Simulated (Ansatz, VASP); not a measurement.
# GaN: VASP beside Ansatz

```
Ga N
1.0
     3.15167    0.00000    0.00000
     0.00000    5.13802    0.00000
     0.00000    0.00000   19.63920
Ga N
4 4
Direct
  0.00000 0.08370 0.42373
  0.50000 0.55920 0.44405
  0.50000 0.05920 0.55595
  0.00000 0.58370 0.57627
  0.00000 0.42941 0.40909
  0.50000 0.92768 0.45235
  0.50000 0.42769 0.54765
  0.00000 0.92941 0.59091
```

Alike in both runs: functional LDA; k mesh 8 × 5 × 1; occupations fermi-dirac, width 0.02 eV; no spin polarisation.

Ansatz relaxed the structure, and its values are those at the end. VASP's run is a single point on that final structure, the one shown.

|  | VASP | Ansatz |
| --- | --- | --- |
| version | VASP 6.6.1 | Ansatz 0.2.0 |
| potentials or method | VASP PAW LDA potentials, release 64 (Ga_d, N) | PAW with Ansatz's default frozen-core files, scalar-relativistic |
| plane-wave cutoff (eV) | 520 | 420 |
| valence electrons in the cell | 72 | 72 |

|  | VASP | Ansatz | Ansatz less VASP |
| --- | --- | --- | --- |
| gap on the k mesh at the Fermi level (eV) | 2.00 | 2.00 | +0.003 |
| rms of the force components (eV/Å) | 0.026 | 0.002 | -0.0236 |

LDA's correlation is that of Perdew and Zunger in VASP and of Perdew and Wang (1992) in Ansatz. Ansatz's warnings: stress scf threshold loose, xc potential rough in thin density.
